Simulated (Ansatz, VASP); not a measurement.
# Sr in VASP and in Ansatz

```
Sr
1.0
     2.90525    0.00000    0.00000
     0.00000    2.90525    0.00000
     0.00000    0.00000    2.90525
Sr
1
Direct
  0.00000 0.00000 0.00000
```

Change from the starting cell: volume scaled by 0.43, PAW files.

Alike in both runs: task single point; functional PBE; k mesh 10 × 10 × 10; occupations fermi-dirac, width 0.05 eV; no spin polarisation.

|  | VASP | Ansatz |
| --- | --- | --- |
| version | VASP 6.6.1 | Ansatz 0.2.0 |
| potentials or method | VASP PAW PBE potentials, release 64 (Sr_sv) | PAW with Ansatz's default frozen-core files, scalar-relativistic |
| plane-wave cutoff (eV) | 520 | 420 |
| valence electrons in the cell | 10 | 10 |

```csv
,VASP,Ansatz,Ansatz less VASP
pressure (GPa),29.1,28.4,-0.67
```

Both programs put the cell under a high pressure, so it lies far from rest at this level. The functional is the same, so the differences come from potentials, cutoffs and numerics.
